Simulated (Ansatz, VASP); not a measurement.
ZrC: VASP beside Ansatz

INCAR

```
SYSTEM = ZrC
  PREC = Accurate
  ENCUT = 520
  EDIFF = 1E-7
  ISMEAR = 0
  SIGMA = 0.1
  LREAL = .FALSE.
  LASPH = .TRUE.
  NELM = 100
  ALGO = Normal
  ISIF = 2
  LWAVE = .FALSE.
  LCHARG = .FALSE.
  GGA = PS
  NBANDS = 15
```

KPOINTS

```
Automatic mesh
0
G
  16 16 16
  0 0 0
```

POSCAR

```
ZrC
1.0
    0.0000000000      2.3576789218      2.3576789218
    2.3576789218      0.0000000000      2.3576789218
    2.3576789218      2.3576789218      0.0000000000
Zr C
1 1
Direct
    0.5000000000      0.5000000000      0.5000000000
    0.0000000000      0.0000000000      0.0000000000
```

Input for Ansatz:

```yaml
crystal:
  lattice:
    - [0.0, 2.3576789218, 2.3576789218]
    - [2.3576789218, 0.0, 2.3576789218]
    - [2.3576789218, 2.3576789218, 0.0]
  atoms:
    - { symbol: Zr, position: [0.5, 0.5, 0.5] }
    - { symbol: C, position: [0.0, 0.0, 0.0] }
basis:
  ecutwfc: 420
kpoints:
  mp_grid: { grid: [16, 16, 16] }
hamiltonian:
  xc: pbesol
scf:
  occupations: { method: gaussian, width: 0.1 }
output:
  forces: true
  stress: true
  eigenvalues: true
```

Alike in both runs: task single point; functional PBEsol; k mesh 16 × 16 × 16; occupations gaussian, width 0.1 eV; no spin polarisation.

|  | VASP | Ansatz |
| --- | --- | --- |
| version | VASP 6.6.1 | Ansatz 0.2.0 |
| potentials or method | VASP PAW PBE potentials, release 64 (Zr_sv, C), cutoff 520 eV | scalar-relativistic, plane waves, PAW |
| valence electrons in the cell | 16 | 16 |

Ansatz gave:

* gap on the k mesh at the Fermi level (eV): none
* pressure (GPa): -6.6

**Question.** Which values does VASP return?

**Answer.** gap on the k mesh at the Fermi level (eV): none; pressure (GPa): -6.3.

VASP's potentials were made for PBE, not for PBEsol. A gap of «none» marks a metal or a gap that the smearing closes. With one functional, cell and mesh, what is left measures potentials, basis and numerics.
